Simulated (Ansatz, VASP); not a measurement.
## LiCl: VASP beside Ansatz

```
Li Cl
1.0
     0.00000    2.49446    2.49446
     2.49446    0.00000    2.49446
     2.49446    2.49446    0.00000
Li Cl
1 1
Direct
  0.00000 0.00000 0.00000
  0.50000 0.50000 0.50000
```

Alike in both runs: task single point; functional PBE; k mesh 8 × 8 × 8; occupations gaussian, width 0.02 eV; no spin polarisation.

|  | VASP | Ansatz |
| --- | --- | --- |
| version | VASP 6.6.1 | Ansatz 0.2.0 |
| potentials or method | VASP PAW PBE potentials, release 64 (Li_sv, Cl), cutoff 520 eV | scalar-relativistic, plane waves, PAW |
| valence electrons in the cell | 10 | 10 |

|  | VASP | Ansatz | Ansatz less VASP |
| --- | --- | --- | --- |
| gap on the k mesh at the Fermi level (eV) | 6.84 | 6.82 | -0.019 |
| least direct gap on the mesh (eV) | 6.85 | 6.84 | -0.013 |

With one functional, cell and mesh, what is left measures potentials, basis and numerics.

Noted on VASP's run: the cutoff is short for stress, so the pressure is rough.
